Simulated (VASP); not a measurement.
Set up this calculation in VASP 6.6.1, as the native input.

```
Task                   : single point
Functional             : PBEsol
Potentials or basis    : VASP PAW PBE potentials, release 64 (H, C)
Cutoff                 : 520 eV
k mesh                 : 3 × 3 × 1
Occupations            : fermi-dirac, width 0.02 eV
Spin                   : no spin polarisation
Dipole correction      : no
Further INCAR settings : LREAL = Auto; ALGO = Normal; EDIFF = 1e-07; NBANDS = 54
```

The structure of HC2 lies in POSCAR:

```
HC2
1.0
    5.0487420000      0.0000000000      0.0000000000
    2.5243710000      4.3723390000      0.0000000000
    0.0000000000      0.0000000000     16.7764260000
H C
8 16
Direct
    0.1666721879      0.1666613682      0.0596074516
    0.6666779319      0.1666613682      0.0596074516
    0.1666715721      0.6666683439      0.0596074516
    0.6666575092      0.6666683439      0.0596074516
    0.4565920641      0.0225737300      0.3451211837
   -0.0591964275      0.4726989376      0.3362456342
    0.5200344985      0.4505597576      0.3455801611
    0.0423383418      1.0020494751      0.3350713674
    0.1666721879      0.1666613682      0.1251756483
    0.6666779319      0.1666613682      0.1251756483
    0.1666715721      0.6666683439      0.1251756483
    0.6666575092      0.6666683439      0.1251756483
   -0.1666613682      0.3333227364      0.1558913680
    0.3333443758      0.3333227364      0.1558913680
   -0.1666619840      0.8333297121      0.1558913680
    0.3333437600      0.8333297121      0.1558913680
   -0.1903297232      0.3452842975      0.2473470810
    0.3470977792      0.3236025386      0.2505539619
   -0.1615954759      0.8401910282      0.2513109765
    0.3203231535      0.8452684021      0.2424056232
   -0.0015818424      0.0132652111      0.2758692465
    0.4922192501      0.0126019506      0.2793443610
   -0.0235043872      0.5118770525      0.2749036058
    0.4792424813      0.5114653736      0.2814306218
```

The input as run:

INCAR

```
SYSTEM = HC2
ALGO = Normal
EDIFF = 1E-7
ENCUT = 520
GGA = PS
ISIF = 2
ISMEAR = -1
LASPH = .True.
LCHARG = .False.
LREAL = Auto
LWAVE = .False.
NBANDS = 54
NELM = 60
PREC = Accurate
SIGMA = 0.02
```

KPOINTS

```
k-points
0
Gamma
  3 3 1
  0 0 0
```

Potentials or basis: VASP PAW PBE potentials, release 64 (H, C).

Command:

```console
$ cat potpaw_PBE.64/H/POTCAR potpaw_PBE.64/C/POTCAR > POTCAR
$ mpirun -np 1 vasp_std > vasp.out
```

Results of the run:

| Item | Value |
| --- | --- |
| Largest force | 5.350 eV/Å |
| Band gap on the k mesh | 2.69 eV |

Caveat: the k points lie up to 0.48 Å⁻¹ apart; there is no dipole correction, which matters where the two faces differ; the PAW data sets were made with another functional, which shifts forces and pressure a little.

It took 8 min on 1 thread of Intel Xeon 8259CL, on a shared host, peak memory 0.48 GiB.
